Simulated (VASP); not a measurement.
## WC4: single point with PBE

The system is WC4.

```
W C
1.0
    -2.40842    2.40842    2.40842
     2.40842   -2.40842    2.40842
     2.40842    2.40842   -2.40842
W C
1 4
Direct
  0.00000 0.00000 0.00000
  0.00000 0.00000 0.50000
  0.50000 0.00000 0.00000
  0.50000 0.50000 0.50000
  0.00000 0.50000 0.00000
```

| Item | Value |
| --- | --- |
| Program | VASP 6.6.1 |
| Task | single point |
| Functional | PBE |
| Potentials or basis | VASP PAW PBE potentials, release 64 (W_sv, C) |
| Cutoff | 520 eV |
| k mesh | 12 × 12 × 12 |
| Occupations | gaussian, width 0.1 eV |
| Spin | no spin polarisation |
| Dipole correction | no |
| Further INCAR settings | ALGO = Normal; EDIFF = 1e-07; NBANDS = 23 |

The pressure is 0.3 GPa. The band gap on the k mesh is zero (band 15 reaches 7.87 eV, above the bottom of band 16 at 4.99 eV).

Levels at points of the mesh, in eV from the Fermi level:
```tsv
k point	band 11	band 12	band 13	band 14	band 15	band 16	band 17	band 18	band 19	band 20
(0.00, 0.00, 0.00)	-3.21	-3.06	-3.06	-3.06	-0.80	-0.80	2.73	2.73	2.73	3.04
(0.50, 0.00, 0.00)	-3.73	-3.57	-3.16	-0.93	-0.47	0.79	0.83	1.64	3.37	3.50
(0.50, 0.50, 0.50)	-5.76	-5.76	-5.76	-4.93	2.09	2.09	2.09	3.86	3.86	4.28
```

It took 52 s on 1 thread of AMD EPYC 7R13 Processor (Zen 3), with other jobs on the host, peak memory 0.19 GiB.

Caveat: spin-orbit coupling is left out, which moves the levels of the heavy elements.
